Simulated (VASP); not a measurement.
# ZnSe (F-43m) in VASP: single point with PBE0

Aim: the single point of ZnSe with PBE0.

Program: VASP 6.6.1. These are calculated values, not measurements. Logs are shortened: lines on timing, memory, paths and dates and some standing lists are left out, and cuts for length are marked.

### 1 The cell of the first run

Symmetry: F-43m, No. 216, cubic system. The conventional cell has a = 5.633 Å, b = 5.633 Å, c = 5.633 Å, α = 90.00°, β = 90.00°, γ = 90.00°. Zn (site symmetry -43m) has 4 Se at 2.44 Å within 3.2 Å. Within 3.2 Å of Se (site symmetry -43m) lie 4 Zn at 2.44 Å.

### 2 Single point, PBE0

POSCAR reads:

```
ZnSe
1.0
    0.0000000000      2.8166002461      2.8166002461
    2.8166002461      0.0000000000      2.8166002461
    2.8166002461      2.8166002461      0.0000000000
Zn Se
1 1
Direct
    0.0000000000      0.0000000000      0.0000000000
    0.2500000000      0.2500000000      0.2500000000
```

INCAR.step1 reads:

```
SYSTEM = ZnSe
PREC = Accurate
ENCUT = 520
EDIFF = 1E-5
ISMEAR = 0
SIGMA = 0.01
LREAL = .FALSE.
LASPH = .TRUE.
NELM = 80
ALGO = Normal
ISIF = 2
LWAVE = .TRUE.
LCHARG = .FALSE.
GGA = PE
NBANDS = 16
```

INCAR.step2 reads:

```
SYSTEM = ZnSe
PREC = Accurate
ENCUT = 520
EDIFF = 1E-6
ISMEAR = 0
SIGMA = 0.01
LREAL = .FALSE.
LASPH = .TRUE.
NELM = 80
ALGO = Normal
ISIF = 2
LWAVE = .FALSE.
LCHARG = .FALSE.
GGA = PE
LHFCALC = .TRUE.
AEXX = 0.25
PRECFOCK = Normal
ISTART = 1
NBANDS = 16
```

KPOINTS reads:

```
regular mesh
0
G
  6 6 6
  0 0 0
```

Potentials or basis: VASP PAW PBE potentials, release 64 (Zn, Se).

Command:

```bash
$ cat potpaw_PBE.64/Zn/POTCAR potpaw_PBE.64/Se/POTCAR > POTCAR
$ cp INCAR.step1 INCAR
$ mpirun -np 1 vasp_std > vasp.out
$ cp INCAR.step2 INCAR
$ mpirun -np 1 vasp_std > vasp.out
```

OUTCAR:

```text
SYSTEM = ZnSe
   PREC = Accurate
   ENCUT = 520
   EDIFF = 1E-6
   ISMEAR = 0
   LREAL = .FALSE.
   LASPH = .TRUE.
   NELM = 80
   ISIF = 2
   GGA = PE
   LHFCALC = .TRUE.
   AEXX = 0.25
   PRECFOCK = Normal
   ISTART = 1

 ion  position               nearest neighbor table
   1  0.000  0.000  0.000-   2 2.44   2 2.44   2 2.44   2 2.44
   2  0.250  0.250  0.250-   1 2.44   1 2.44   1 2.44   1 2.44

  LATTYP: Found a face centered cubic cell.
 ALAT       =     5.6332004922

  Lattice vectors:

 A1 = (   0.0000000000,   2.8166002461,   2.8166002461)
 A2 = (   2.8166002461,   0.0000000000,   2.8166002461)
 A3 = (   2.8166002461,   2.8166002461,   0.0000000000)

Analysis of symmetry for initial positions (statically):
=====================================================================
 Subroutine PRICEL returns:
 Original cell was already a primitive cell.

 Routine SETGRP: Setting up the symmetry group for a
 face centered cubic supercell.

 Subroutine GETGRP returns: Found 24 space group operations
 (whereof 24 operations were pure point group operations)
 out of a pool of 48 trial point group operations.

The static configuration has the point symmetry T_d .

Analysis of symmetry for dynamics (positions and initial velocities):
=====================================================================
 Subroutine PRICEL returns:
 Original cell was already a primitive cell.

 Routine SETGRP: Setting up the symmetry group for a
 face centered cubic supercell.

 Subroutine GETGRP returns: Found 24 space group operations
 (whereof 24 operations were pure point group operations)
 out of a pool of 48 trial point group operations.

The dynamic configuration has the point symmetry T_d .

 Subroutine INISYM returns: Found 24 space group operations
 (whereof 24 operations are pure point group operations),
 and found     1 'primitive' translations

----------------------------------------------------------------------------------------

                                     Primitive cell

  volume of cell :      44.6895

  direct lattice vectors                    reciprocal lattice vectors
     0.000000000  2.816600246  2.816600246    -0.177518979  0.177518979  0.177518979
     2.816600246  0.000000000  2.816600246     0.177518979 -0.177518979  0.177518979
     2.816600246  2.816600246  0.000000000     0.177518979  0.177518979 -0.177518979
[... 81 lines left out ...]
   ISIF   =      2    stress and relaxation
   ISYM   =      3    0-nonsym 1-usesym 2-fastsym
   POTIM  = 0.5000    time-step for ionic-motion
   TEBEG  =    0.0;   TEEND  =   0.0 temperature during run
   PSTRESS=    0.0 pullay stress
   NELECT =      18.0000    total number of electrons
   NUPDOWN=      -1.0000    fix difference up-down
   EMIN   =  10.00;   EMAX   =-10.00  energy-range for DOS
   EFERMI =   0.00;   METHOD = LEGACY
   ISMEAR =     0;   SIGMA  =   0.01  broadening in eV -4-tet -1-fermi 0-gaus
   EFERMI_NEDOS =   21; number of points for ismear=-14 and -15
   IALGO  =     38    algorithm
   IMIX   =      1    mixing-type and parameters
     AMIX     =   0.40;   BMIX     =  1.00
     AMIX_MAG =   1.60;   BMIX_MAG =  1.00
  volume/ion in A,a.u.               =      22.34       150.79
  Fermi-wavevector in a.u.,A,eV,Ry     =   1.209012  2.284701 19.887758  1.461709
  Thomas-Fermi vector in A             =   2.344602
   LORBIT       =      0    0 simple, 1 ext, 2 COOP (PROOUT), +10 PAW based schemes
   GGA     = PE    functional components
   LHFCALC =     T    Hartree Fock is set to
   PRECFOCK=normal    Normal, Fast or Accurate (Low or Medium for compatibility)
   ENCUT4O =  -1.0   cutoff for four orbital integrals eV
   NKREDX  =     1    reduce k-point grid by
   NKREDY  =     1    reduce k-point grid by
   NKREDZ  =     1    reduce k-point grid by
   AEXX    =    0.2500 exact exchange contribution
   HFSCREEN=    0.0000 screening length (either q_TF or 0.3 A-1)
   HFSCREENC=   0.0000 screening length for correlation (either q_TF or 0.3 A-1)
   ENCUTFOCK=  -1.0 apply spherical cutoff to Coloumb kernel
   IVDW    =     0    specifies the selected vdW correction
   LEPSILON=     F    determine dielectric tensor
   LRPA    =     F    only Hartree local field effects (RPA)
 non-spin polarized calculation
 Gauss-broadening in eV      SIGMA  =   0.01
  energy-cutoff  :      520.00
  volume of cell :       44.69
 maximum number of plane-waves:      1243
 NGX is ok and might be reduce to    30
  NGX = 24; NGY = 24; NGZ = 24

 number of electron      17.9999998 magnetization

 Free energy of the ion-electron system (eV)
  ---------------------------------------------------
  ext. energy  EPLUGINS =         0.00000000
  ---------------------------------------------------
  free energy    TOTEN  =        -7.96624100 eV

  energy without entropy =       -7.96624100  energy(sigma->0) =       -7.96624100

 E-fermi :   0.8087     XC(G=0):  -7.4237

 val. band max:        0.7586844372   @ k =   0.0000   0.0000   0.0000
 cond. band min:       3.8990096757   @ k =   0.0000   0.0000   0.0000
 fundamental gap:      3.1403252385
 Fermi energy:         0.8087045154

 k-point     1 :       0.0000    0.0000    0.0000
  band No.  band energies     occupation
      1     -13.8200      2.00000
      2      -7.5410      2.00000
      3      -7.5410      2.00000
      4      -7.5410      2.00000
      5      -7.1953      2.00000
      6      -7.1953      2.00000
[... 281 lines left out ...]
      3      -7.3486      2.00000
      4      -7.2657      2.00000
      5      -7.1807      2.00000
      6      -6.8666      2.00000
[... 8 lines left out ...]
     15      16.8754      0.00000
     16      17.1489      0.00000

------------------------ aborting loop because EDIFF is reached ----------------------------------------

  FORCE on cell =-STRESS in cart. coord.  units (eV):
  Direction    XX          YY          ZZ          XY          YZ          ZX
  --------------------------------------------------------------------------------------
  -------------------------------------------------------------------------------------
  Total        0.6163301      0.6163301      0.6163301     -0.0000000      0.0000000     -0.0000000
  in kB       22.0962370     22.0962370     22.0962370     -0.0000000      0.0000000     -0.0000000
  external PRESSURE =      22.0962370 kB  Pullay stress =       0.0000000 kB

 VOLUME and BASIS-vectors are now :
 -----------------------------------------------------------------------------
  energy-cutoff  :      520.00
  volume of cell :       44.69
      direct lattice vectors                 reciprocal lattice vectors
     0.000000000  2.816600246  2.816600246    -0.177518979  0.177518979  0.177518979
     2.816600246  0.000000000  2.816600246     0.177518979 -0.177518979  0.177518979
     2.816600246  2.816600246  0.000000000     0.177518979  0.177518979 -0.177518979

 POSITION                                       TOTAL-FORCE (eV/Angst)
 -----------------------------------------------------------------------------------
      0.00000      0.00000      0.00000         0.000000     -0.000000      0.000000
      1.40830      1.40830      1.40830        -0.000000      0.000000     -0.000000
 -----------------------------------------------------------------------------------
    total drift:                                0.000101      0.000078      0.000058

  FREE ENERGIE OF THE ION-ELECTRON SYSTEM (eV)
  ---------------------------------------------------
  free  energy   TOTEN  =        -7.9662410014 eV

  energy  without entropy=       -7.9662410014  energy(sigma->0) =       -7.96624100
```

OUTCAR.step1:

```text
SYSTEM = ZnSe
   PREC = Accurate
   ENCUT = 520
   EDIFF = 1E-5
   ISMEAR = 0
   LREAL = .FALSE.
   LASPH = .TRUE.
[... 515 lines left out ...]
      0.00000      0.00000      0.00000         0.000000      0.000000      0.000000
      1.40830      1.40830      1.40830        -0.000000     -0.000000     -0.000000
 -----------------------------------------------------------------------------------
    total drift:                               -0.000000     -0.000000      0.000000

  FREE ENERGIE OF THE ION-ELECTRON SYSTEM (eV)
  ---------------------------------------------------
  free  energy   TOTEN  =        -5.9995067226 eV

  energy  without entropy=       -5.9995067226  energy(sigma->0) =       -5.99950672
```

OSZICAR.step1:

```text
N       E                     dE             d eps       ncg     rms          rms(c)
DAV:   1     0.856907396809E+02    0.85691E+02   -0.86808E+03   512   0.130E+03
DAV:   2    -0.108576157021E+01   -0.86777E+02   -0.82029E+02   568   0.248E+02
DAV:   3    -0.625061133016E+01   -0.51648E+01   -0.51496E+01   664   0.595E+01
DAV:   4    -0.628908060992E+01   -0.38469E-01   -0.38466E-01   592   0.549E+00
DAV:   5    -0.628926859150E+01   -0.18798E-03   -0.18798E-03   680   0.348E-01    0.491E+00
DAV:   6    -0.601906508957E+01    0.27020E+00   -0.53126E-01   728   0.241E+01    0.374E+00
DAV:   7    -0.599938776695E+01    0.19677E-01   -0.15904E-01   576   0.355E+00    0.159E+00
DAV:   8    -0.599917828486E+01    0.20948E-03   -0.44426E-03   680   0.695E-01    0.460E-01
DAV:   9    -0.599940487232E+01   -0.22659E-03   -0.11130E-03   560   0.255E-01    0.665E-02
DAV:  10    -0.599951706546E+01   -0.11219E-03   -0.21650E-04   632   0.109E-01    0.246E-02
DAV:  11    -0.599950576200E+01    0.11303E-04   -0.41525E-05   584   0.533E-02    0.492E-03
DAV:  12    -0.599950672263E+01   -0.96064E-06   -0.51410E-06   312   0.138E-02
   1 F= -.59995067E+01 E0= -.59995067E+01  d E =-.204054E-15
```

Run time: 38 min. Hardware: 1 thread of Intel Xeon Platinum 8259CL at 2.50GHz (Skylake/Cascade Lake), shared host; peak memory 0.2 GiB.

What came out:

| Quantity | Value |
| --- | --- |
| Free energy | -7.9662 eV |
| Pressure | 2.2 GPa |
| Band gap on the k mesh | 3.14 eV |

Caveat: the PAW data sets were made with another functional, which shifts forces and pressure a little.
